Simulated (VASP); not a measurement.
Here is a VASP 6.6.1 calculation.

File INCAR:

```
SYSTEM = NbAgC3
PREC = Accurate
ENCUT = 520
EDIFF = 1E-6
ISMEAR = 0
SIGMA = 0.1
LREAL = .False.
LASPH = .True.
NELM = 100
ALGO = Normal
ISIF = 2
LWAVE = .False.
LCHARG = .False.
GGA = PE
NBANDS = 26
```

The input KPOINTS:

```
Automatic mesh
0
Gamma
  10 10 10
  0 0 0
```

Contents of POSCAR:

```
NbAgC3
1.0
    3.9802271649      0.0000000000      0.0000000000
    0.0000000000      3.9802271649      0.0000000000
    0.0000000000      0.0000000000      3.9802271649
Nb Ag C
1 1 3
Direct
    0.0000000000      0.0000000000      0.0000000000
    0.5000000000      0.5000000000      0.5000000000
    0.5000000000      0.5000000000      0.0000000000
    0.5000000000      0.0000000000      0.5000000000
    0.0000000000      0.5000000000      0.5000000000
```

Potentials or basis: VASP PAW PBE potentials, release 64 (Nb_sv, Ag, C).

Command:

```sh
$ cat potpaw_PBE.64/Nb_sv/POTCAR potpaw_PBE.64/Ag/POTCAR potpaw_PBE.64/C/POTCAR > POTCAR
$ mpirun -np 1 vasp_std > vasp.out
```

Question: What does it give for the pressure?

Answer: -0.2 GPa.

Question: Estimate the band gap on the k mesh.

Answer: Zero (band 18 reaches 8.95 eV, above the bottom of band 19 at 7.75 eV).
